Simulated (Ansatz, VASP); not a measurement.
# TaN in VASP and in Ansatz

File INCAR:

```
  PREC = Accurate
  ENCUT = 700
  EDIFF = 1E-6
  ISMEAR = 0
  SIGMA = 0.15
  LREAL = F
  LASPH = T
  NELM = 120
  ALGO = Normal
  ISIF = 2
  LWAVE = F
  LCHARG = F
  GGA = PE
  NBANDS = 16
  GGA_COMPAT = F
```

KPOINTS

```
Automatic mesh
0
Gamma
  20 20 20
```

File POSCAR:

```
TaN
1.0
    0.0000000000      2.1782990407      2.1782990407
    2.1782990407      0.0000000000      2.1782990407
    2.1782990407      2.1782990407      0.0000000000
Ta N
1 1
Direct
    0.5000000000      0.5000000000      0.5000000000
    0.0000000000      0.0000000000      0.0000000000
```

Input for Ansatz:

```yaml
crystal:
  lattice:
    - [0.0, 2.1782990407, 2.1782990407]
    - [2.1782990407, 0.0, 2.1782990407]
    - [2.1782990407, 2.1782990407, 0.0]
  atoms:
    - { symbol: Ta, position: [0.5, 0.5, 0.5] }
    - { symbol: "N", position: [0.0, 0.0, 0.0] }
basis:
  ecutwfc: 520.0
kpoints:
  mp_grid: { grid: [20, 20, 20] }
hamiltonian:
  xc: pbe
  pseudopotentials: { kind: paw, azcp: { folder: soft_1 } }
scf:
  occupations: { method: gaussian, width: 0.15 }
output:
  forces: true
  stress: true
  eigenvalues: true
```

Alike in both runs: task single point; functional PBE; k mesh 20 × 20 × 20; occupations gaussian, width 0.15 eV; no spin polarisation.

|  | VASP | Ansatz |
| --- | --- | --- |
| version | VASP 6.6.1 | Ansatz 0.2.0 |
| potentials or method | VASP PAW PBE potentials, release 64 (Ta_sv_GW, N), cutoff 700 eV | scalar-relativistic, plane waves, PAW |
| valence electrons in the cell | 18 | 18 |

```csv
,VASP,Ansatz,Ansatz less VASP
gap on the k mesh at the Fermi level (eV),none,none,-
pressure (GPa),14.9,14.7,-0.27
```

A gap of «none» marks a metal or a gap that the smearing closes.

Spin-orbit coupling is off throughout.
